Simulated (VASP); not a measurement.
# Ir in VASP: single point with PBEsol

Aim: the single point of Ir with PBEsol.

Program: VASP 6.6.1. These are calculated values, not measurements. Logs are shortened: lines on timing, memory, paths and dates and some standing lists are left out, and cuts for length are marked.

## (1) The cell of the first run

The typed cell holds 1 atom: a = 2.633 Å, b = 2.633 Å, c = 3.040 Å, α = 54.73°, β = 54.73°, γ = 70.53°.

This isn't the form of Ir at room conditions, which is fcc.

## (2) Single point, PBEsol

File INCAR:

```
ALGO = Fast
EDIFF = 1E-7
ENCUT = 520
GGA = PS
ISIF = 2
ISMEAR = 0
LASPH = T
LCHARG = T
LELF = T
LREAL = F
LVHAR = T
LWAVE = F
NBANDS = 10
NELM = 80
PREC = Accurate
SIGMA = 0.15
```

File KPOINTS:

```
k-points
0
Gamma
  30 30 30
```

File POSCAR:

```
Ir
1.0
    0.0000000000      2.1497523559      1.5198749156
    2.1497523559      0.0000000000      1.5198749156
    2.1497523559      2.1497523559      0.0000000000
Ir
1
Direct
    0.0000000000      0.0000000000      0.0000000000
```

Potentials or basis: VASP PAW PBE potentials, release 64 (Ir).

Launch:

```sh
$ cat potpaw_PBE.64/Ir/POTCAR > POTCAR
$ mpirun -np 1 vasp_std > vasp.out
```

OUTCAR:

```text
EDIFF = 1E-7
   ENCUT = 520
   GGA = PS
   ISIF = 2
   ISMEAR = 0
   LASPH = T
   LREAL = F
   NELM = 80
   PREC = Accurate

 ion  position               nearest neighbor table
   1  0.000  0.000  0.000-

  LATTYP: Found a body centered tetragonal cell.
 ALAT       =     3.0402089375
 C/A-ratio  =     0.9998489886

  Lattice vectors:

 A1 = (   0.0000000000,  -2.1497523559,  -1.5198749156)
 A2 = (   0.0000000000,   2.1497523559,  -1.5198749156)
 A3 = (   2.1497523559,   0.0000000000,   1.5198749156)

Analysis of symmetry for initial positions (statically):
=====================================================================
 Subroutine PRICEL returns:
 Original cell was already a primitive cell.

 Routine SETGRP: Setting up the symmetry group for a
 body centered tetragonal supercell.

 Subroutine GETGRP returns: Found 16 space group operations
 (whereof 16 operations were pure point group operations)
 out of a pool of 16 trial point group operations.

The static configuration has the point symmetry D_4h.

Analysis of symmetry for dynamics (positions and initial velocities):
=====================================================================
 Subroutine PRICEL returns:
 Original cell was already a primitive cell.

 Routine SETGRP: Setting up the symmetry group for a
 body centered tetragonal supercell.

 Subroutine GETGRP returns: Found 16 space group operations
 (whereof 16 operations were pure point group operations)
 out of a pool of 16 trial point group operations.

The dynamic configuration has the point symmetry D_4h.

 Subroutine INISYM returns: Found 16 space group operations
 (whereof 16 operations are pure point group operations),
 and found     1 'primitive' translations

----------------------------------------------------------------------------------------

                                     Primitive cell

  volume of cell :      14.0480

  direct lattice vectors                    reciprocal lattice vectors
     0.000000000  2.149752356  1.519874916    -0.232584929  0.232584929  0.328974441
     2.149752356  0.000000000  1.519874916     0.232584929 -0.232584929  0.328974441
     2.149752356  2.149752356  0.000000000     0.232584929  0.232584929 -0.328974441

  length of vectors
     2.632765647  2.632765647  3.040208937     0.465204988  0.465204988  0.465204988

  position of ions in fractional coordinates (direct lattice)
     0.000000000  0.000000000  0.000000000

  ion indices of the primitive-cell ions
   primitive index   ion index
                 1           1

[... 77 lines left out ...]
   ISIF   =      2    stress and relaxation
   ISYM   =      2    0-nonsym 1-usesym 2-fastsym
   POTIM  = 0.5000    time-step for ionic-motion
   TEBEG  =    0.0;   TEEND  =   0.0 temperature during run
   PSTRESS=    0.0 pullay stress
   NELECT =       9.0000    total number of electrons
   NUPDOWN=      -1.0000    fix difference up-down
   EMIN   =  10.00;   EMAX   =-10.00  energy-range for DOS
   EFERMI =   0.00;   METHOD = LEGACY
   ISMEAR =     0;   SIGMA  =   0.15  broadening in eV -4-tet -1-fermi 0-gaus
   EFERMI_NEDOS =   21; number of points for ismear=-14 and -15
   IALGO  =     68    algorithm
   IMIX   =      4    mixing-type and parameters
     AMIX     =   0.40;   BMIX     =  1.00
     AMIX_MAG =   1.60;   BMIX_MAG =  1.00
  volume/ion in A,a.u.               =      14.05        94.80
  Fermi-wavevector in a.u.,A,eV,Ry     =   1.411294  2.666959 27.099406  1.991750
  Thomas-Fermi vector in A             =   2.533160
   LORBIT       =      0    0 simple, 1 ext, 2 COOP (PROOUT), +10 PAW based schemes
   GGA     = PS    functional components
   LHFCALC =     F    Hartree Fock is set to
   AEXX    =    0.0000 exact exchange contribution
   IVDW    =     0    specifies the selected vdW correction
   LEPSILON=     F    determine dielectric tensor
   LRPA    =     F    only Hartree local field effects (RPA)
 non-spin polarized calculation
 RMM-DIIS sequential band-by-band and
 Gauss-broadening in eV      SIGMA  =   0.15
  energy-cutoff  :      520.00
  volume of cell :       14.05
 maximum number of plane-waves:       394
   NGX =  9   NGY =  9   NGZ = 11

 number of electron       9.0000000 magnetization

 Free energy of the ion-electron system (eV)
  ---------------------------------------------------
  ext. energy  EPLUGINS =         0.00000000
  ---------------------------------------------------
  free energy    TOTEN  =        -9.13243550 eV

  energy without entropy =       -9.10277301  energy(sigma->0) =       -9.11760425

 E-fermi :  10.1212     XC(G=0): -14.1262

 val. band max:       10.1201584914   @ k =  -0.4667   0.0667   0.3333
 cond. band min:      10.1215010991   @ k =  -0.2667   0.0667   0.2667
 fundamental gap:      0.0013426077
 Fermi energy:        10.1212045561

 k-point     1 :       0.0000    0.0000    0.0000
  band No.  band energies     occupation
      1      -0.8925      2.00000
      2       6.3291      2.00000
      3       6.3306      2.00000
      4       6.3306      2.00000
      5       9.5433      2.00000
      6       9.5462      2.00000
      7      27.0583      0.00000
      8      27.0583      0.00000
      9      27.0617      0.00000
     10      38.4194      0.00000
[... 287 lines left out ...]
 k-point    24 :       0.2667    0.0333    0.0000
  band No.  band energies     occupation
      1       1.7383      2.00000
      2       5.2234      2.00000
      3       6.2659      2.00000
      4       8.8692      2.00000
      5       9.1046      2.00000
      6       9.8452      1.99073
      7      25.5011      0.00000
      8      26.2799      0.00000
      9      31.6532      0.00000
     10      33.8554      0.00000

 [... further k-points ...]

------------------------ aborting loop because EDIFF is reached ----------------------------------------

  FORCE on cell =-STRESS in cart. coord.  units (eV):
  Direction    XX          YY          ZZ          XY          YZ          ZX
  --------------------------------------------------------------------------------------
  -------------------------------------------------------------------------------------
  Total        1.2834579      1.2834579      1.2734570      0.0000000      0.0000000     -0.0000000
  in kB      146.3785740    146.3785740    145.2379685      0.0000000      0.0000000     -0.0000000
  external PRESSURE =     145.9983722 kB  Pullay stress =       0.0000000 kB

 VOLUME and BASIS-vectors are now :
 -----------------------------------------------------------------------------
  energy-cutoff  :      520.00
  volume of cell :       14.05
      direct lattice vectors                 reciprocal lattice vectors
     0.000000000  2.149752356  1.519874916    -0.232584929  0.232584929  0.328974441
     2.149752356  0.000000000  1.519874916     0.232584929 -0.232584929  0.328974441
     2.149752356  2.149752356  0.000000000     0.232584929  0.232584929 -0.328974441

 POSITION                                       TOTAL-FORCE (eV/Angst)
 -----------------------------------------------------------------------------------
      0.00000      0.00000      0.00000        -0.000000      0.000000      0.000000
 -----------------------------------------------------------------------------------
    total drift:                                0.000000     -0.000000     -0.000000

  FREE ENERGIE OF THE ION-ELECTRON SYSTEM (eV)
  ---------------------------------------------------
  free  energy   TOTEN  =        -9.1324354961 eV

  energy  without entropy=       -9.1027730083  energy(sigma->0) =       -9.11760425
```

stdout:

```text
POSCAR found type information on POSCAR Ir
 POSCAR found :  1 types and       1 ions
 scaLAPACK will be used
 -----------------------------------------------------------------------------
|                                                                             |
|                                                                             |
|     You enforced a specific xc type in the INCAR file but a different       |
|     I HOPE YOU KNOW WHAT YOU ARE DOING!                                     |
|                                                                             |
 -----------------------------------------------------------------------------

 LDA part: xc-table for (Slater+PW92), standard interpolation
 POSCAR, INCAR and KPOINTS ok, starting setup
 FFT: planning ... GRIDC
 FFT: planning ... GRID_SOFT
 FFT: planning ... GRID
 WAVECAR not read
 entering main loop
WARNING in EDDRMM: call to ZHEGV failed, returncode =   8  4     10
WARNING in EDDRMM: call to ZHEGV failed, returncode =   8  4     10
```

Run time: 3.2 min. Hardware: 1 thread of Intel Xeon Platinum 8488C (Sapphire Rapids), shared host; peak memory 0.4 GiB.

Results:

```
Free energy            : -9.1324 eV
Pressure               : 14.6 GPa
Band gap on the k mesh : zero (an odd number of electrons rules out a gap without spin polarisation)
```

Levels at points of the mesh, in eV from the Fermi level:
```csv
k point,band 2,band 3,band 4,band 5,band 6,band 7
"(0.00, 0.00, 0.00)",-3.79,-3.79,-3.79,-0.58,-0.58,16.94
"(0.50, 0.00, 0.00)",-5.73,-0.75,-0.19,-0.03,2.40,8.35
"(0.50, 0.50, 0.00)",-7.43,1.64,1.64,1.64,8.01,8.01
"(0.50, 0.00, 0.50)",-5.72,-0.75,-0.19,-0.03,2.40,8.35
```

Caveat: the cell stands under pressure; the PAW data sets were made with another functional, which shifts forces and pressure a little; spin-orbit coupling is left out, which moves the levels of the heavy elements.
